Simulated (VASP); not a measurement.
Runs of VASP 6.6.1 on NiO. The structure is that of space group Fm-3m (No. 225), or close to it. The cells are those of the table. 

```tsv
cell	gap on the mesh (eV)	pressure (GPa)	moment (μB)
a = 2.901 Å, angles 60.0°, 2 atoms	(a)	13.9	2.00
a = 3.020 Å, angles 60.0°, 2 atoms	1.04	-12.3	2.00
a = 2.991 Å, angles 60.0°, 2 atoms	0.95	-7.8	2.00
a = 2.962 Å, angles 60.0°, 2 atoms	(b)	-1.8	2.00
a = 2.932 Å, angles 60.0°, 2 atoms	0.74	(c)	2.00
```

Alike in all rows: task single point; level r2SCAN; potentials or basis VASP PAW PBE potentials, release 64 (Ni_sv_GW, O); spin collinear, ferromagnetic start; k mesh 12 × 12 × 12; cutoff (eV) 660; smearing gaussian 0.02 eV.

Question: Estimate the missing entries.

Answer: (a) 0.63; (b) 0.85; (c) 5.0.

Caveats: the PAW data sets were made with another functional, which shifts forces and pressure a little; a cell with one magnetic atom can't hold antiferromagnetic order, which such compounds often take; the cell stands under pressure (at least some runs); the cell stands under tension (at least some runs).

A k mesh can miss the band edges.
